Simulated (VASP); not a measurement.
A run of VASP 6.6.1 is set up as follows.

The input INCAR:

```
SYSTEM = NaTa3O3
ALGO     = Normal         ! electronic algorithm
EDIFF    = 1E-6           ! SCF threshold, eV
ENCUT    = 520            ! plane-wave cutoff, eV
GGA      = PE             ! functional
ISIF     = 2              ! what is computed and relaxed
ISMEAR   = 0              ! smearing method
LASPH    = .TRUE.         ! aspherical terms in the spheres
LCHARG   = .FALSE.        ! write CHGCAR
LREAL    = .FALSE.        ! projectors in reciprocal space
LWAVE    = .FALSE.        ! write WAVECAR
NBANDS   = 38             ! bands
NELM     = 100            ! most SCF steps
PREC     = Accurate       ! precision mode
SIGMA    = 0.2            ! smearing width, eV
```

Contents of KPOINTS:

```
k-points
0
G
  8 8 2
  0 0 0
```

POSCAR

```
NaTa3O3
1.0
   -2.5395460754      1.4857788937      0.0006518427
   -2.5395460754     -1.4857788937      0.0006518427
   -0.7601246442      0.0000000000     11.9331877294
Na Ta O
1 3 3
Direct
    0.0293081739      0.0293081739      0.9929745105
    0.4393289410      0.4393289410      0.4489795611
    0.0696659356      0.0696659356      0.7380280365
    0.9827716798      0.9827716798      0.2443953582
    0.4213487181      0.4213487181      0.6297069867
    0.3866656345      0.3866656345      0.8493381687
    0.6725239732      0.6725239732      0.1305773783
```

Potentials or basis: VASP PAW PBE potentials, release 64 (Na_pv, Ta_pv, O).

Command:

```bash
$ cat potpaw_PBE.64/Na_pv/POTCAR potpaw_PBE.64/Ta_pv/POTCAR potpaw_PBE.64/O/POTCAR > POTCAR
$ mpirun -np 1 vasp_std > vasp.out
```

Question: What does it give for the band gap on the k mesh?

Answer: Zero (bands 29 and 30 overlap by 1.32 eV).

Question: Estimate the pressure.

Answer: 0.5 GPa.

Question: Predict the largest force.

Answer: 0.059 eV/Å.

Forces on the atoms (eV/Å):
```
Na   0.000  0.000 -0.024
Ta   0.005  0.000 -0.012
Ta   0.009  0.000  0.010
Ta  -0.027  0.000  0.036
O   -0.002  0.000 -0.040
O   -0.003  0.000  0.059
O    0.017  0.000 -0.029
```

Caveat: spin-orbit coupling is left out, which moves the levels of the heavy elements.
